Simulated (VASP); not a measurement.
Set up this calculation in VASP 6.6.1, as the native input.

- Task: single point
- Functional: PBE
- Potentials or basis: VASP PAW PBE potentials, release 64 (O, H, C)
- Cutoff: 520 eV
- k mesh: 1 × 1 × 1
- Occupations: fermi-dirac, width 0.02 eV
- Spin: no spin polarisation
- Dipole correction: no
- Further INCAR settings: LREAL = Auto; ALGO = Normal; EDIFF = 1e-06; NBANDS = 50

The structure of H14CO8 lies in POSCAR:

```
H14CO8
1.0
    6.0248970000      0.0000000000      0.0000000000
    0.0000000000      6.0248970000      0.0000000000
    0.0000000000      0.0000000000      6.0248970000
O H C
8 14 1
Direct
    0.5036932582      0.9807636545      0.8777909398
    0.8441306134      0.0862587360      0.4870124751
    0.8940567781      0.3672925861      0.8403629141
    0.3394248898      0.1770320721      0.4014508464
    0.2303275890      0.6423014369     -0.1205165831
   -0.0593039184     -0.0326810566      1.0846326502
    0.5486898780      0.5101995935      0.5464159802
    0.7475148538      0.5364407060      0.2139621640
    0.6069481354      0.9455763310      0.7684612700
    0.5004400905      1.1436876016      0.8891770266
    0.9180405906      0.1976797280      0.5925910435
    0.9209120090      0.0543909713      0.3373999589
    0.9962327987      0.4795102721      0.9069366663
    0.7448924023      0.4232769456      0.7924118869
    0.4944648846      0.1362844875      0.4659996677
    0.3162543692      0.1291142405      0.2557720074
    0.3159722067      0.7765277979     -0.1469402713
    0.3234246162      0.5222993854     -0.1704593456
   -0.0366645272      0.1061594912      0.9913032538
    0.0783415882     -0.1101429618      1.0434867185
    0.4223142736      0.4064135868      0.4730205346
    0.8843138729      0.6047074332      0.5171042758
    0.7276970876      0.5628311986      0.4126543574
```

One way to write it, as run:

INCAR

```
SYSTEM = H14CO8
ALGO     = Normal         ! electronic algorithm
EDIFF    = 1E-6           ! SCF threshold, eV
ENCUT    = 520            ! plane-wave cutoff, eV
GGA      = PE             ! functional
ISIF     = 2              ! what is computed and relaxed
ISMEAR   = -1             ! smearing method
LASPH    = .TRUE.         ! aspherical terms in the spheres
LCHARG   = .TRUE.         ! write CHGCAR
LELF     = .TRUE.         ! ELF
LREAL    = Auto         
LVHAR    = .TRUE.       
LWAVE    = .FALSE.        ! write WAVECAR
NBANDS   = 50             ! bands
NELM     = 80             ! most SCF steps
PREC     = Accurate       ! precision mode
SIGMA    = 0.02           ! smearing width, eV
```

KPOINTS

```
k-points
0
G
  1 1 1
  0 0 0
```

Potentials or basis: VASP PAW PBE potentials, release 64 (O, H, C).

Launch:

```console
$ cat potpaw_PBE.64/O/POTCAR potpaw_PBE.64/H/POTCAR potpaw_PBE.64/C/POTCAR > POTCAR
$ mpirun -np 1 vasp_gam > vasp.out
```

Results of the run:

```yaml
Pressure: -0.3 GPa
Largest_force: 3.970 eV/Å
```

Caveat: the k points lie up to 1.04 Å⁻¹ apart; the atoms stand as in a frame of molecular dynamics.

Wall time 39 s on 1 thread of AMD EPYC 7R13, with other jobs on the host, peak memory 0.28 GiB.
